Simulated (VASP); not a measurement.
Write the native input for VASP 6.6.1 that does the following.

```yaml
Task: single point
Functional: PBE
Potentials_or_basis: VASP PAW PBE potentials, release 64 (Mg, O)
Cutoff: 520 eV
k_mesh: 8 × 8 × 8
Occupations: fermi-dirac, width 0.001 eV
Spin: no spin polarisation
Dipole_correction: no
Further_INCAR_settings: ALGO = Normal; EDIFF = 1e-06; NBANDS = 11
```

The structure of MgO (Periclase) lies in POSCAR:

```
MgO
1.0
    0.0000000000      2.1021680256      2.1021680256
    2.1021680256      0.0000000000      2.1021680256
    2.1021680256      2.1021680256      0.0000000000
Mg O
1 1
Direct
    0.0000000000      0.0000000000      0.0000000000
    0.5000000000      0.5000000000      0.5000000000
```

These files were run (other wordings do the same):

INCAR

```
ALGO = Normal
EDIFF = 1E-6
ENCUT = 520
GGA = PE
ISIF = 2
ISMEAR = -1
LASPH = T
LCHARG = F
LREAL = F
LWAVE = F
NBANDS = 11
NELM = 100
PREC = Accurate
SIGMA = 0.001
```

KPOINTS

```
k-points
0
Gamma
  8 8 8
```

Potentials or basis: VASP PAW PBE potentials, release 64 (Mg, O).

Launch:

```bash
$ cat potpaw_PBE.64/Mg/POTCAR potpaw_PBE.64/O/POTCAR > POTCAR
$ mpirun -np 1 vasp_std > vasp.out
```

It gave:

The pressure is 4.9 GPa and the band gap on the k mesh is 4.78 eV, direct.

It took 5.5 s on 1 thread of Intel(R) Xeon(R) 6975P-C (Granite Rapids), on a shared host, peak memory 0.13 GiB.
